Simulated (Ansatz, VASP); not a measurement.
# Two plane-wave programs on MgO

File INCAR:

```
SYSTEM = MgO
  PREC = Accurate
  ENCUT = 520
  EDIFF = 1E-6
  ISMEAR = 0
  SIGMA = 0.05
  LREAL = .FALSE.
  LASPH = .TRUE.
  NELM = 100
  ALGO = Normal
  ISIF = 2
  LWAVE = .FALSE.
  LCHARG = .TRUE.
  GGA = PS
  LELF = .TRUE.
  LVHAR = .TRUE.
  NBANDS = 11
```

KPOINTS

```
regular mesh
0
G
  10 10 10
  0 0 0
```

Contents of POSCAR:

```
MgO
1.0
    0.0000000000      2.1351500000      2.1351500000
    2.1351500000      0.0000000000      2.1351500000
    2.1351500000      2.1351500000      0.0000000000
Mg O
1 1
Direct
    0.0292719481     -0.0292719481      0.0292719481
    0.5000000000      0.5000000000      0.5000000000
```

Input for Ansatz:

```yaml
crystal:
  lattice:
    - [0.0, 2.13515, 2.13515]
    - [2.13515, 0.0, 2.13515]
    - [2.13515, 2.13515, 0.0]
  atoms:
    - { symbol: Mg, position: [0.0292719481, -0.0292719481, 0.0292719481] }
    - { symbol: O, position: [0.5, 0.5, 0.5] }
basis:
  ecutwfc: 420
kpoints:
  mp_grid: { grid: [10, 10, 10] }
hamiltonian:
  xc: pbesol
scf:
  occupations: { method: gaussian, width: 0.05 }
output:
  forces: true
  stress: true
  eigenvalues: true
```

Change from the starting cell: all Mg atoms moved +0.125 Å, as atom 1 along Cartesian [0 1 0].

Alike in both runs: task single point; functional PBEsol; k mesh 10 × 10 × 10; occupations gaussian, width 0.05 eV; no spin polarisation.

|  | VASP | Ansatz |
| --- | --- | --- |
| version | VASP 6.6.1 | Ansatz 0.2.0 |
| potentials or method | VASP PAW PBE potentials, release 64 (Mg, O), cutoff 520 eV | scalar-relativistic, plane waves, PAW |
| valence electrons in the cell | 8 | 16 |

VASP gave:

| Quantity | Value |
| --- | --- |
| gap on the k mesh at the Fermi level (eV) | 4.25 |
| least direct gap on the mesh (eV) | 4.25 |
| pressure (GPa) | -4.9 |
| traceless stress, the component that is largest in VASP (GPa) | 3.21 |
| rms of the force components (eV/Å) | 0.357 |

Task: Estimate Ansatz's values.

Result: gap on the k mesh at the Fermi level (eV): 4.24; least direct gap on the mesh (eV): 4.24; pressure (GPa): -4.4; traceless stress, the component that is largest in VASP (GPa): 3.17; rms of the force components (eV/Å): 0.354.

VASP's potentials were made for PBE, not for PBEsol. Atom by atom the forces differ by 0.003 eV/Å (rms over components). VASP's potentials hold 8 valence electrons a cell and Ansatz's 16, so a difference there can come from the potentials and not from the codes.
